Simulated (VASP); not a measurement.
# HfO2 (series) (Fm-3m) in VASP: notebook, part 2 of 2

VASP 6.6.1.

### Step 3. Single point, PBE

INCAR reads:

```
SYSTEM = HfO2
PREC     = Accurate       ! precision mode
ENCUT    = 600            ! plane-wave cutoff, eV
EDIFF    = 1E-6           ! SCF threshold, eV
ISMEAR   = 0              ! smearing method
SIGMA    = 0.02           ! smearing width, eV
LREAL    = .False.        ! projectors in reciprocal space
LASPH    = .True.         ! aspherical terms in the spheres
NELM     = 120            ! most SCF steps
ALGO     = Normal         ! electronic algorithm
ISIF     = 2              ! what is computed and relaxed
LWAVE    = .False.        ! write WAVECAR
LCHARG   = .True.         ! write CHGCAR
GGA      = PE             ! functional
LELF     = .True.         ! ELF
LVHAR    = .True.       
NBANDS   = 18             ! bands
GGA_COMPAT= .False.
```

KPOINTS reads:

```
regular mesh
0
Gamma
  6 6 6
  0 0 0
```

POSCAR reads:

```
HfO2
1.0
    0.0000000000      2.5575000000      2.5575000000
    2.5575000000      0.0000000000      2.5575000000
    2.5575000000      2.5575000000      0.0000000000
Hf O
1 2
Direct
    0.0000000000      0.0000000000      0.0000000000
    0.2500000000      0.2500000000      0.2500000000
    0.7500000000      0.7500000000      0.7500000000
```

Potentials or basis: VASP PAW PBE potentials, release 64 (Hf_pv, O).

Started as:

```bash
cat potpaw_PBE.64/Hf_pv/POTCAR potpaw_PBE.64/O/POTCAR > POTCAR
mpirun -np 1 vasp_std > vasp.out
```

OUTCAR:

```text
SYSTEM = HfO2
   PREC = Accurate
   ENCUT = 600
   EDIFF = 1E-6
   ISMEAR = 0
   LREAL = .False.
   LASPH = .True.
   NELM = 120
   ISIF = 2
   GGA = PE

 ion  position               nearest neighbor table
   1  0.000  0.000  0.000-   3 2.21   3 2.21   3 2.21   2 2.21   3 2.21   2 2.21   2 2.21   2 2.21

   2  0.250  0.250  0.250-   1 2.21   1 2.21   1 2.21   1 2.21
   3  0.750  0.750  0.750-   1 2.21   1 2.21   1 2.21   1 2.21

  LATTYP: Found a face centered cubic cell.
 ALAT       =     5.1150000000

  Lattice vectors:

 A1 = (   0.0000000000,   2.5575000000,   2.5575000000)
 A2 = (   2.5575000000,   0.0000000000,   2.5575000000)
 A3 = (   2.5575000000,   2.5575000000,   0.0000000000)

Analysis of symmetry for initial positions (statically):
=====================================================================
 Subroutine PRICEL returns:
 Original cell was already a primitive cell.

 Routine SETGRP: Setting up the symmetry group for a
 face centered cubic supercell.

 Subroutine GETGRP returns: Found 48 space group operations
 (whereof 48 operations were pure point group operations)
 out of a pool of 48 trial point group operations.

The static configuration has the point symmetry O_h .

Analysis of symmetry for dynamics (positions and initial velocities):
=====================================================================
 Subroutine PRICEL returns:
 Original cell was already a primitive cell.

 Routine SETGRP: Setting up the symmetry group for a
 face centered cubic supercell.

 Subroutine GETGRP returns: Found 48 space group operations
 (whereof 48 operations were pure point group operations)
 out of a pool of 48 trial point group operations.

The dynamic configuration has the point symmetry O_h .

 Subroutine INISYM returns: Found 48 space group operations
 (whereof 48 operations are pure point group operations),
 and found     1 'primitive' translations

----------------------------------------------------------------------------------------

                                     Primitive cell

  volume of cell :      33.4562

  direct lattice vectors                    reciprocal lattice vectors
     0.000000000  2.557500000  2.557500000    -0.195503421  0.195503421  0.195503421
     2.557500000  0.000000000  2.557500000     0.195503421 -0.195503421  0.195503421
     2.557500000  2.557500000  0.000000000     0.195503421  0.195503421 -0.195503421

  length of vectors
     3.616851186  3.616851186  3.616851186     0.338621859  0.338621859  0.338621859

  position of ions in fractional coordinates (direct lattice)
     0.000000000  0.000000000  0.000000000
     0.250000000  0.250000000  0.250000000
     0.750000000  0.750000000  0.750000000

  ion indices of the primitive-cell ions
   primitive index   ion index
                 1           1
                 2           2
                 3           3

----------------------------------------------------------------------------------------

 KPOINTS: regular mesh

Automatic generation of k-mesh.
 Grid dimensions read from file:
 generate k-points for:    6    6    6

 Generating k-lattice:

  Cartesian coordinates                     Fractional coordinates (reciprocal lattice)
    -0.032583904  0.032583904  0.032583904     0.166666667  0.000000000  0.000000000
     0.032583904 -0.032583904  0.032583904     0.000000000  0.166666667  0.000000000
     0.032583904  0.032583904 -0.032583904     0.000000000  0.000000000  0.166666667

  Length of vectors
     0.056436976  0.056436976  0.056436976

  Shift w.r.t. Gamma in fractional coordinates (k-lattice)
     0.000000000  0.000000000  0.000000000

 Subroutine IBZKPT returns following result:
 ===========================================

 Found     16 irreducible k-points:

 Following reciprocal coordinates:
            Coordinates               Weight
  0.000000  0.000000  0.000000      1.000000
  0.166667  0.000000  0.000000      8.000000
  0.333333  0.000000  0.000000      8.000000
  0.500000  0.000000  0.000000      4.000000
  0.166667  0.166667  0.000000      6.000000
  0.333333  0.166667  0.000000     24.000000
[... 8 lines left out ...]
 -0.333333  0.333333  0.166667     24.000000
 -0.333333  0.500000  0.166667     12.000000
   k-points           NKPTS =     16   k-points in BZ     NKDIM =     16   number of bands    NBANDS=     18
   number of dos      NEDOS =    301   number of ions     NIONS =      3
   total plane-waves  NPLWV =  27000
   dimension x,y,z NGX =    30 NGY =   30 NGZ =   30
   dimension x,y,z NGXF=    60 NGYF=   60 NGZF=   60
   ions per type =               1   2
   NGX,Y,Z   is equivalent  to a cutoff of  13.79, 13.79, 13.79 a.u.
   NGXF,Y,Z  is equivalent  to a cutoff of  27.58, 27.58, 27.58 a.u.
 SYSTEM =  HfO2
   PREC   = accura    normal or accurate (medium, high low for compatibility)
   ISTART =      0    job   : 0-new  1-cont  2-samecut
   ICHARG =      2    charge: 1-file 2-atom 10-const
   ISPIN  =      1    spin polarized calculation?
   LNONCOLLINEAR =      F non collinear calculations
   LSORBIT =      F    spin-orbit coupling
   LASPH  =      T    aspherical Exc in radial PAW
   ENCUT  =  600.0 eV  44.10 Ry    6.64 a.u.   7.22  7.22  7.22*2*pi/ulx,y,z
   NELM   =    120;   NELMIN=  2; NELMDL= -5     # of ELM steps
   EDIFF  = 0.1E-05   stopping-criterion for ELM
   LREAL  =      F    real-space projection
   EDIFFG = 0.1E-04   stopping-criterion for IOM
   NSW    =      0    number of steps for IOM
   IBRION =     -1    ionic relax: 0-MD 1-quasi-New 2-CG
   NFREE  =      0    steps in history (QN), initial steepest desc. (CG)
   ISIF   =      2    stress and relaxation
   ISYM   =      2    0-nonsym 1-usesym 2-fastsym
   POTIM  = 0.5000    time-step for ionic-motion
   TEBEG  =    0.0;   TEEND  =   0.0 temperature during run
   PSTRESS=    0.0 pullay stress
   NELECT =      22.0000    total number of electrons
   NUPDOWN=      -1.0000    fix difference up-down
   EMIN   =  10.00;   EMAX   =-10.00  energy-range for DOS
   EFERMI =   0.00;   METHOD = LEGACY
   ISMEAR =     0;   SIGMA  =   0.02  broadening in eV -4-tet -1-fermi 0-gaus
   EFERMI_NEDOS =   21; number of points for ismear=-14 and -15
   IALGO  =     38    algorithm
   IMIX   =      4    mixing-type and parameters
     AMIX     =   0.40;   BMIX     =  1.00
     AMIX_MAG =   1.60;   BMIX_MAG =  1.00
  volume/ion in A,a.u.               =      11.15        75.26
  Fermi-wavevector in a.u.,A,eV,Ry     =   1.423607  2.690227 27.574337  2.026657
  Thomas-Fermi vector in A             =   2.544186
   LORBIT       =      0    0 simple, 1 ext, 2 COOP (PROOUT), +10 PAW based schemes
   GGA     = PE    functional components
   LHFCALC =     F    Hartree Fock is set to
   AEXX    =    0.0000 exact exchange contribution
   IVDW    =     0    specifies the selected vdW correction
   LEPSILON=     F    determine dielectric tensor
   LRPA    =     F    only Hartree local field effects (RPA)
 non-spin polarized calculation
 Gauss-broadening in eV      SIGMA  =   0.02
  energy-cutoff  :      600.00
  volume of cell :       33.46
 maximum number of plane-waves:      1139
 NGX is ok and might be reduce to    30
   NGX = 15   NGY = 15   NGZ = 15

 number of electron      21.9999993 magnetization

 Free energy of the ion-electron system (eV)
  ---------------------------------------------------
  ext. energy  EPLUGINS =         0.00000000
  ---------------------------------------------------
  free energy    TOTEN  =       -30.23888355 eV

  energy without entropy =      -30.23888355  energy(sigma->0) =      -30.23888355

 E-fermi :   4.2569     XC(G=0): -11.6970

 val. band max:        4.0527447236   @ k =   0.5000   0.5000   0.0000
 cond. band min:       7.7834988550   @ k =   0.5000   0.5000   0.0000
 fundamental gap:      3.7307541314
 Fermi energy:         4.2568623356

 k-point     1 :       0.0000    0.0000    0.0000
  band No.  band energies     occupation
      1     -25.7569      2.00000
      2     -25.7569      2.00000
      3     -25.7569      2.00000
      4     -14.5148      2.00000
      5     -11.6141      2.00000
      6      -1.1288      2.00000
[... 10 lines left out ...]
     17      14.1434      0.00000
     18      17.3884      0.00000
[... 295 lines left out ...]
 k-point    16 :      -0.3333    0.5000    0.1667
  band No.  band energies     occupation
      1     -26.0880      2.00000
      2     -25.9413      2.00000
      3     -25.8672      2.00000
      4     -12.7409      2.00000
      5     -12.5752      2.00000
      6      -1.6630      2.00000
[... 10 lines left out ...]
     17      16.9357      0.00000
     18      17.3369      0.00000

------------------------ aborting loop because EDIFF is reached ----------------------------------------

  FORCE on cell =-STRESS in cart. coord.  units (eV):
  Direction    XX          YY          ZZ          XY          YZ          ZX
  --------------------------------------------------------------------------------------
  -------------------------------------------------------------------------------------
  Total       -1.3025654     -1.3025654     -1.3025654      0.0000000     -0.0000000      0.0000000
  in kB      -62.3782510    -62.3782510    -62.3782510      0.0000000     -0.0000000      0.0000000
  external PRESSURE =     -62.3782510 kB  Pullay stress =       0.0000000 kB

 VOLUME and BASIS-vectors are now :
 -----------------------------------------------------------------------------
  energy-cutoff  :      600.00
  volume of cell :       33.46
      direct lattice vectors                 reciprocal lattice vectors
     0.000000000  2.557500000  2.557500000    -0.195503421  0.195503421  0.195503421
     2.557500000  0.000000000  2.557500000     0.195503421 -0.195503421  0.195503421
     2.557500000  2.557500000  0.000000000     0.195503421  0.195503421 -0.195503421

 POSITION                                       TOTAL-FORCE (eV/Angst)
 -----------------------------------------------------------------------------------
      0.00000      0.00000      0.00000        -0.000000     -0.000000     -0.000000
      1.27875      1.27875      1.27875        -0.000000     -0.000000     -0.000000
      3.83625      3.83625      3.83625         0.000000      0.000000      0.000000
 -----------------------------------------------------------------------------------
    total drift:                                0.000000     -0.000000      0.000000

  FREE ENERGIE OF THE ION-ELECTRON SYSTEM (eV)
  ---------------------------------------------------
  free  energy   TOTEN  =       -30.2388835456 eV

  energy  without entropy=      -30.2388835456  energy(sigma->0) =      -30.23888355
```

Run time: 28 s. Hardware: 1 thread of AMD EPYC 7R43 (Zen 3), shared host; peak memory 0.14 GiB.

What came out:

| Item | Value |
| --- | --- |
| Free energy | -30.2389 eV |
| Pressure | -6.2 GPa |
| Band gap on the k mesh | 3.73 eV, direct |

Levels at points of the mesh, in eV from the valence-band top:
```
           k point  band 8  band 9  band 10  band 11  band 12  band 13  band 14  band 15
(0.00, 0.00, 0.00)   -5.18   -0.59    -0.59    -0.59     3.82     3.82     5.63    10.09
(0.50, 0.00, 0.00)   -3.00   -2.67    -1.80    -1.80     4.51     4.51     6.74     8.98
(0.50, 0.50, 0.00)   -3.40   -1.48    -1.48     0.00     3.73     5.36     6.40     7.93
```

Caveat: spin-orbit coupling is left out, which moves the levels of the heavy elements. A k mesh can miss the band edges.
